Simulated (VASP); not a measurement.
# AlIn3Sb2 (P6/mmm) in VASP: a series of runs

The runs below take AlIn3Sb2 through single point, with PBE.

All numbers are computed with VASP 6.6.1; they aren't measurements. Logs are shortened: lines on timing, memory, paths and dates and some standing lists are left out, and cuts for length are marked.

**1. The cell of the first run**

Symmetry: P6/mmm, No. 191, hexagonal system. Conventional cell: a = 6.169 Å, b = 6.169 Å, c = 5.401 Å, α = 90.00°, β = 90.00°, γ = 120.00°. Within 4.7 Å of Al (site symmetry 6/mmm) lie 6 Sb at 3.56 Å and 12 In at 4.10 Å. Within 4.1 Å of In (site symmetry mmm) lie 4 In at 3.08 Å and 4 Sb at 3.23 Å and 4 Al at 4.10 Å. Within 4.3 Å of Sb (site symmetry -6m2) lie 6 In at 3.23 Å and 3 Sb at 3.56 Å and 3 Al at 3.56 Å.

The cell was generated, and may not be a known phase.

**2. Single point, PBE**

INCAR

```
SYSTEM = AlIn3Sb2
ALGO = Normal
EDIFF = 1E-7
ENCUT = 520
GGA = PE
ISIF = 2
ISMEAR = 0
LASPH = .True.
LCHARG = .False.
LREAL = .False.
LWAVE = .False.
NBANDS = 35
NELM = 80
PREC = Accurate
SIGMA = 0.1
```

KPOINTS

```
k-points
0
Gamma
  3 3 4
  0 0 0
```

POSCAR

```
AlIn3Sb2
1.0
    6.1692080500      0.0000000000      0.0000000000
   -3.0846040300      5.3426908900      0.0000000000
    0.0000000000      0.0000000000      5.4005863500
Al In Sb
1 3 2
Direct
    0.0000000000      0.0000000000      0.5000000000
    0.5000000000      0.0000000000      0.0000000000
    0.0000000000      0.5000000000      0.0000000000
    0.5000000000      0.5000000000      0.0000000000
    0.3333333300      0.6666666700      0.5000000000
    0.6666666700      0.3333333300      0.5000000000
```

Potentials or basis: VASP PAW PBE potentials, release 64 (Al, In_d, Sb).

Launch:

```bash
cat potpaw_PBE.64/Al/POTCAR potpaw_PBE.64/In_d/POTCAR potpaw_PBE.64/Sb/POTCAR > POTCAR
mpirun -np 1 vasp_std > vasp.out
```

OUTCAR:

```text
SYSTEM = AlIn3Sb2
   EDIFF = 1E-7
   ENCUT = 520
   GGA = PE
   ISIF = 2
   ISMEAR = 0
   LASPH = .True.
   LREAL = .False.
   NELM = 80
   PREC = Accurate

 ion  position               nearest neighbor table
   1  0.000  0.000  0.500-   5 3.56   6 3.56   6 3.56   5 3.56   6 3.56   5 3.56
   2  0.500  0.000  0.000-   3 3.08   3 3.08   4 3.08   4 3.08   5 3.23   6 3.23   5 3.23   6 3.23

   3  0.000  0.500  0.000-   2 3.08   2 3.08   4 3.08   4 3.08   5 3.23   6 3.23   5 3.23   6 3.23

   4  0.500  0.500  0.000-   3 3.08   3 3.08   2 3.08   2 3.08   5 3.23   6 3.23   5 3.23   6 3.23

   5  0.333  0.667  0.500-   3 3.23   3 3.23   2 3.23   2 3.23   4 3.23   4 3.23   6 3.56   6 3.56
                             1 3.56   1 3.56   1 3.56   6 3.56
   6  0.667  0.333  0.500-   3 3.23   3 3.23   2 3.23   2 3.23   4 3.23   4 3.23   5 3.56   5 3.56
                             1 3.56   1 3.56   1 3.56   5 3.56

  LATTYP: Found a hexagonal cell.
 ALAT       =     6.1692080500
 C/A-ratio  =     0.8754099888

  Lattice vectors:

 A1 = (   6.1692080500,   0.0000000000,   0.0000000000)
 A2 = (  -3.0846040300,   5.3426908900,   0.0000000000)
 A3 = (   0.0000000000,   0.0000000000,   5.4005863500)

Analysis of symmetry for initial positions (statically):
=====================================================================
 Subroutine PRICEL returns:
 Original cell was already a primitive cell.

 Routine SETGRP: Setting up the symmetry group for a
 hexagonal supercell.

 Subroutine GETGRP returns: Found 24 space group operations
 (whereof 24 operations were pure point group operations)
 out of a pool of 24 trial point group operations.

The static configuration has the point symmetry D_6h.

Analysis of symmetry for dynamics (positions and initial velocities):
=====================================================================
 Subroutine PRICEL returns:
 Original cell was already a primitive cell.

 Routine SETGRP: Setting up the symmetry group for a
 hexagonal supercell.

 Subroutine GETGRP returns: Found 24 space group operations
 (whereof 24 operations were pure point group operations)
 out of a pool of 24 trial point group operations.

The dynamic configuration has the point symmetry D_6h.

 Subroutine INISYM returns: Found 24 space group operations
 (whereof 24 operations are pure point group operations),
 and found     1 'primitive' translations

----------------------------------------------------------------------------------------

                                     Primitive cell

  volume of cell :     178.0043

  direct lattice vectors                    reciprocal lattice vectors
     6.169208050  0.000000000  0.000000000     0.162095360  0.093585800  0.000000000
    -3.084604030  5.342690890  0.000000000     0.000000000  0.187171600  0.000000000
     0.000000000  0.000000000  5.400586350     0.000000000  0.000000000  0.185165079

  length of vectors
     6.169208050  6.169208050  5.400586350     0.187171600  0.187171600  0.185165079

  position of ions in fractional coordinates (direct lattice)
     0.000000000  0.000000000  0.500000000
     0.500000000  0.000000000  0.000000000
     0.000000000  0.500000000  0.000000000
     0.500000000  0.500000000  0.000000000
     0.333333330  0.666666670  0.500000000
     0.666666670  0.333333330  0.500000000

  ion indices of the primitive-cell ions
   primitive index   ion index
                 1           1
                 2           2
                 3           3
                 4           4
                 5           5
                 6           6

----------------------------------------------------------------------------------------

 KPOINTS: k-points

Automatic generation of k-mesh.
 Grid dimensions read from file:
 generate k-points for:    3    3    4

 Generating k-lattice:

  Cartesian coordinates                     Fractional coordinates (reciprocal lattice)
     0.054031787  0.031195267  0.000000000     0.333333333  0.000000000  0.000000000
     0.000000000  0.062390533  0.000000000     0.000000000  0.333333333  0.000000000
     0.000000000  0.000000000  0.046291270     0.000000000  0.000000000  0.250000000

  Length of vectors
     0.062390533  0.062390533  0.046291270

  Shift w.r.t. Gamma in fractional coordinates (k-lattice)
     0.000000000  0.000000000  0.000000000

 Subroutine IBZKPT returns following result:
 ===========================================

 Found      9 irreducible k-points:

 Following reciprocal coordinates:
            Coordinates               Weight
  0.000000  0.000000  0.000000      1.000000
  0.333333  0.000000  0.000000      6.000000
  0.333333  0.333333  0.000000      2.000000
  0.000000  0.000000  0.250000      2.000000
  0.333333  0.000000  0.250000     12.000000
  0.333333  0.333333  0.250000      4.000000
  0.000000  0.000000  0.500000      1.000000
  0.333333  0.000000  0.500000      6.000000
  0.333333  0.333333  0.500000      2.000000
   k-points           NKPTS =      9   k-points in BZ     NKDIM =      9   number of bands    NBANDS=     35
   number of dos      NEDOS =    301   number of ions     NIONS =      6
   total plane-waves  NPLWV =  92160
   dimension x,y,z NGX =    48 NGY =   48 NGZ =   40
   dimension x,y,z NGXF=    96 NGYF=   96 NGZF=   80
   ions per type =               1   3   2
   NGX,Y,Z   is equivalent  to a cutoff of  12.93, 12.93, 12.31 a.u.
   NGXF,Y,Z  is equivalent  to a cutoff of  25.87, 25.87, 24.63 a.u.
 SYSTEM =  AlIn3Sb2
   PREC   = accura    normal or accurate (medium, high low for compatibility)
   ISTART =      0    job   : 0-new  1-cont  2-samecut
   ICHARG =      2    charge: 1-file 2-atom 10-const
   ISPIN  =      1    spin polarized calculation?
   LNONCOLLINEAR =      F non collinear calculations
   LSORBIT =      F    spin-orbit coupling
   LASPH  =      T    aspherical Exc in radial PAW
   ENCUT  =  520.0 eV  38.22 Ry    6.18 a.u.  11.47 11.47 10.04*2*pi/ulx,y,z
   NELM   =     80;   NELMIN=  2; NELMDL= -5     # of ELM steps
   EDIFF  = 0.1E-06   stopping-criterion for ELM
   LREAL  =      F    real-space projection
   EDIFFG = 0.1E-05   stopping-criterion for IOM
   NSW    =      0    number of steps for IOM
   IBRION =     -1    ionic relax: 0-MD 1-quasi-New 2-CG
   NFREE  =      0    steps in history (QN), initial steepest desc. (CG)
   ISIF   =      2    stress and relaxation
   ISYM   =      2    0-nonsym 1-usesym 2-fastsym
   POTIM  = 0.5000    time-step for ionic-motion
   TEBEG  =    0.0;   TEEND  =   0.0 temperature during run
   PSTRESS=    0.0 pullay stress
   NELECT =      52.0000    total number of electrons
   NUPDOWN=      -1.0000    fix difference up-down
   EMIN   =  10.00;   EMAX   =-10.00  energy-range for DOS
   EFERMI =   0.00;   METHOD = LEGACY
   ISMEAR =     0;   SIGMA  =   0.10  broadening in eV -4-tet -1-fermi 0-gaus
   EFERMI_NEDOS =   21; number of points for ismear=-14 and -15
   IALGO  =     38    algorithm
   IMIX   =      4    mixing-type and parameters
     AMIX     =   0.40;   BMIX     =  1.00
     AMIX_MAG =   1.60;   BMIX_MAG =  1.00
  volume/ion in A,a.u.               =      29.67       200.21
  Fermi-wavevector in a.u.,A,eV,Ry     =   1.086257  2.052728 16.054245  1.179954
  Thomas-Fermi vector in A             =   2.222389
   LORBIT       =      0    0 simple, 1 ext, 2 COOP (PROOUT), +10 PAW based schemes
   GGA     = PE    functional components
   LHFCALC =     F    Hartree Fock is set to
   AEXX    =    0.0000 exact exchange contribution
   IVDW    =     0    specifies the selected vdW correction
   LEPSILON=     F    determine dielectric tensor
   LRPA    =     F    only Hartree local field effects (RPA)
 non-spin polarized calculation
 Gauss-broadening in eV      SIGMA  =   0.10
  energy-cutoff  :      520.00
  volume of cell :      178.00
 maximum number of plane-waves:      4826
 NGX is ok and might be reduce to    48
   NGX = 23   NGY = 23   NGZ = 21

 number of electron      52.0000016 magnetization

 Free energy of the ion-electron system (eV)
  ---------------------------------------------------
  ext. energy  EPLUGINS =         0.00000000
  ---------------------------------------------------
  free energy    TOTEN  =       -17.77656595 eV

  energy without entropy =      -17.76295479  energy(sigma->0) =      -17.76976037

 E-fermi :   6.1095     XC(G=0):  -9.3673

 val. band max:        6.0448596793   @ k =   0.3333   0.3333   0.5000
 cond. band min:       6.1181156863   @ k =   0.3333   0.0000   0.5000
 fundamental gap:      0.0732560071
 Fermi energy:         6.1095219457

 k-point     1 :       0.0000    0.0000    0.0000
  band No.  band energies     occupation
      1      -8.9197      2.00000
      2      -8.7967      2.00000
      3      -8.7967      2.00000
      4      -8.7403      2.00000
      5      -8.6111      2.00000
      6      -8.5516      2.00000
[... 27 lines left out ...]
     34      10.2963      0.00000
     35      10.2963      0.00000

 k-point     2 :       0.3333    0.0000    0.0000
  band No.  band energies     occupation
      1      -8.8332      2.00000
      2      -8.7323      2.00000
      3      -8.6805      2.00000
      4      -8.6529      2.00000
      5      -8.5720      2.00000
      6      -8.5463      2.00000
[... 27 lines left out ...]
     34       9.5860      0.00000
     35       9.7803      0.00000

 k-point     3 :       0.3333    0.3333    0.0000
  band No.  band energies     occupation
      1      -8.7104      2.00000
      2      -8.6676      2.00000
      3      -8.6676      2.00000
      4      -8.5971      2.00000
      5      -8.5971      2.00000
      6      -8.5353      2.00000
[... 27 lines left out ...]
     34       9.3699      0.00000
     35      10.4323      0.00000
[... 153 lines left out ...]
 k-point     8 :       0.3333    0.0000    0.5000
  band No.  band energies     occupation
      1      -8.8330      2.00000
      2      -8.7317      2.00000
      3      -8.7040      2.00000
      4      -8.6522      2.00000
      5      -8.5548      2.00000
      6      -8.5476      2.00000
[... 27 lines left out ...]
     34       9.4291      0.00000
     35      10.8465      0.00000

 k-point     9 :       0.3333    0.3333    0.5000
  band No.  band energies     occupation
      1      -8.7098      2.00000
      2      -8.6658      2.00000
      3      -8.6658      2.00000
      4      -8.6156      2.00000
      5      -8.6156      2.00000
      6      -8.5228      2.00000
[... 27 lines left out ...]
     34       9.8972      0.00000
     35      10.3984      0.00000

------------------------ aborting loop because EDIFF is reached ----------------------------------------

  FORCE on cell =-STRESS in cart. coord.  units (eV):
  Direction    XX          YY          ZZ          XY          YZ          ZX
  --------------------------------------------------------------------------------------
  -------------------------------------------------------------------------------------
  Total       -2.2324386     -2.2324386      3.1918834      0.0000000      0.0000000      0.0000000
  in kB      -20.0936911    -20.0936911     28.7294436      0.0000000      0.0000000      0.0000000
  external PRESSURE =      -3.8193129 kB  Pullay stress =       0.0000000 kB

 VOLUME and BASIS-vectors are now :
 -----------------------------------------------------------------------------
  energy-cutoff  :      520.00
  volume of cell :      178.00
      direct lattice vectors                 reciprocal lattice vectors
     6.169208050  0.000000000  0.000000000     0.162095360  0.093585800  0.000000000
    -3.084604030  5.342690890  0.000000000     0.000000000  0.187171600  0.000000000
     0.000000000  0.000000000  5.400586350     0.000000000  0.000000000  0.185165079

 POSITION                                       TOTAL-FORCE (eV/Angst)
 -----------------------------------------------------------------------------------
      0.00000      0.00000      2.70029         0.000000      0.000000      0.000000
      3.08460      0.00000      0.00000         0.000000      0.000000      0.000000
     -1.54230      2.67135      0.00000         0.000000      0.000000      0.000000
      1.54230      2.67135      0.00000         0.000000      0.000000      0.000000
     -0.00000      3.56179      2.70029        -0.000000      0.000000      0.000000
      3.08460      1.78090      2.70029         0.000000      0.000000     -0.000000
 -----------------------------------------------------------------------------------
    total drift:                               -0.000000      0.000000      0.000000

  FREE ENERGIE OF THE ION-ELECTRON SYSTEM (eV)
  ---------------------------------------------------
  free  energy   TOTEN  =       -17.7765659452 eV

  energy  without entropy=      -17.7629547870  energy(sigma->0) =      -17.76976037
```

It took 70 s on 1 thread of Intel Xeon 8259CL, shared host; peak memory 0.31 GiB.

Results:

| Item | Value |
| --- | --- |
| Free energy | -17.7766 eV |
| Pressure | -0.4 GPa |
| Band gap on the k mesh | zero (bands 26 and 27 overlap by 1.61 eV) |

Stress tensor (GPa, compression positive):
```
-2.01  0.00  0.00
 0.00 -2.01  0.00
 0.00  0.00  2.87
```

Levels at points of the mesh, in eV from the Fermi level:
```csv
k point,band 23,band 24,band 25,band 26,band 27,band 28,band 29,band 30
"(0.00, 0.00, 0.00)",-2.48,-2.48,-1.50,-0.63,0.27,0.27,1.60,1.60
"(0.00, 0.00, 0.50)",-2.82,-2.82,-1.44,-1.44,-0.73,-0.73,0.64,1.61
```

Caveat: the k points lie up to 0.39 Å⁻¹ apart, too coarse for converged energies and pressures of a metal; spin-orbit coupling is left out, which moves the levels of the heavy elements.

**3. Single point, PBE**

This run uses another cell than the first one, of 29.59 Å³/atom.

INCAR

```
  ALGO = Fast
  EDIFF = 1E-6
  ENCUT = 520
  GGA = PE
  ISIF = 2
  ISMEAR = 0
  LASPH = True
  LCHARG = False
  LREAL = False
  LWAVE = False
  NBANDS = 35
  NELM = 60
  PREC = Accurate
  SIGMA = 0.1
```

KPOINTS

```
k-points
0
Gamma
  3 3 4
```

POSCAR

```
AlIn3Sb2
1.0
    5.9374023668      0.0000000028      0.0000000000
   -2.9687011858      5.1419412807      0.0000000000
    0.0000000000      0.0000000000      5.8144395907
Al In Sb
1 3 2
Direct
    0.0000000000      0.0000000000      0.5000000000
    0.5000000000      0.0000000000      0.0000000000
    0.0000000000      0.5000000000      0.0000000000
    0.5000000000      0.5000000000      0.0000000000
    0.3333333333      0.6666666667      0.5000000000
    0.6666666667      0.3333333333      0.5000000000
```

Potentials or basis: VASP PAW PBE potentials, release 64 (Al, In_d, Sb).

Launch:

```bash
cat potpaw_PBE.64/Al/POTCAR potpaw_PBE.64/In_d/POTCAR potpaw_PBE.64/Sb/POTCAR > POTCAR
mpirun -np 1 vasp_std > vasp.out
```

Run time: 91 s. Hardware: 1 thread of Intel Xeon 8259CL, shared host; peak memory 0.35 GiB.

It converged, with:

```yaml
Free_energy: -17.9495 eV
Pressure: -0.3 GPa
Band_gap_on_the_k_mesh: zero (bands 26 and 27 overlap by 1.89 eV)
```

Stress tensor (GPa, compression positive):
```
-0.32  0.00  0.00
 0.00 -0.32  0.00
 0.00  0.00 -0.20
```

Levels at points of the mesh, in eV from the Fermi level:
| k point | band 24 | band 25 | band 26 | band 27 | band 28 | band 29 | band 30 | band 31 |
| --- | --- | --- | --- | --- | --- | --- | --- | --- |
| (0.00, 0.00, 0.00) | -2.14 | -1.96 | -0.33 | -0.17 | -0.17 | 1.10 | 1.10 | 2.11 |
| (0.00, 0.00, 0.50) | -2.31 | -1.36 | -1.36 | -0.58 | -0.58 | 0.33 | 0.99 | 1.16 |

Caveat: the k points lie up to 0.41 Å⁻¹ apart, too coarse for converged energies and pressures of a metal; spin-orbit coupling is left out, which moves the levels of the heavy elements.

The gap in the log of VASP goes by the Fermi energy; the results here count the filled bands.